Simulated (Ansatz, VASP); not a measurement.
# Two plane-wave programs on Ba

INCAR

```
SYSTEM = Ba
PREC = Accurate ; ENCUT = 520
EDIFF = 1E-6 ; ISMEAR = 0
SIGMA = 0.15 ; LREAL = .False.
LASPH = .True. ; NELM = 100
ALGO = Fast ; ISIF = 2
LWAVE = .False. ; LCHARG = .True.
GGA = PS ; LELF = .True.
LVHAR = .True. ; NBANDS = 11
```

Contents of KPOINTS:

```
Automatic mesh
0
Gamma
  14 14 14
  0 0 0
```

File POSCAR:

```
Ba
1.0
   -0.7468606317      2.6738750859      2.6738750859
    2.6738750859     -0.7468606317      2.6738750859
    2.6738750859      2.6738750859     -0.7468606317
Ba
1
Direct
    0.0000000000      0.0000000000      0.0000000000
```

Input for Ansatz:

```yaml
crystal:
  lattice:
    - [-0.7468606317, 2.6738750859, 2.6738750859]
    - [2.6738750859, -0.7468606317, 2.6738750859]
    - [2.6738750859, 2.6738750859, -0.7468606317]
  atoms:
    - { symbol: Ba, position: [0.0, 0.0, 0.0] }
basis:
  ecutwfc: 420
kpoints:
  mp_grid: { grid: [14, 14, 14] }
hamiltonian:
  xc: pbesol
  pseudopotentials: { kind: paw }
scf:
  occupations: { method: gaussian, width: 0.15 }
output:
  forces: true
  stress: true
  eigenvalues: true
```

Alike in both runs: task single point; functional PBEsol; k mesh 14 × 14 × 14; occupations gaussian, width 0.15 eV; no spin polarisation.

|  | VASP | Ansatz |
| --- | --- | --- |
| version | VASP 6.6.1 | Ansatz 0.2.0 |
| potentials or method | VASP PAW PBE potentials, release 64 (Ba_sv), cutoff 520 eV | scalar-relativistic, plane waves, PAW |
| valence electrons in the cell | 10 | 10 |

Ansatz gave:

| Property | Result |
| --- | --- |
| gap on the k mesh at the Fermi level (eV) | none |
| pressure (GPa) | 0.8 |
| traceless stress, the component that is largest in VASP (GPa) | 0.62 |

Q: Which values does VASP return?

A: gap on the k mesh at the Fermi level (eV): none; pressure (GPa): 1.0; traceless stress, the component that is largest in VASP (GPa): 0.66.

VASP's potentials were made for PBE, not for PBEsol. A gap of «none» marks a metal or a gap that the smearing closes.

Neither program's run includes spin-orbit coupling.
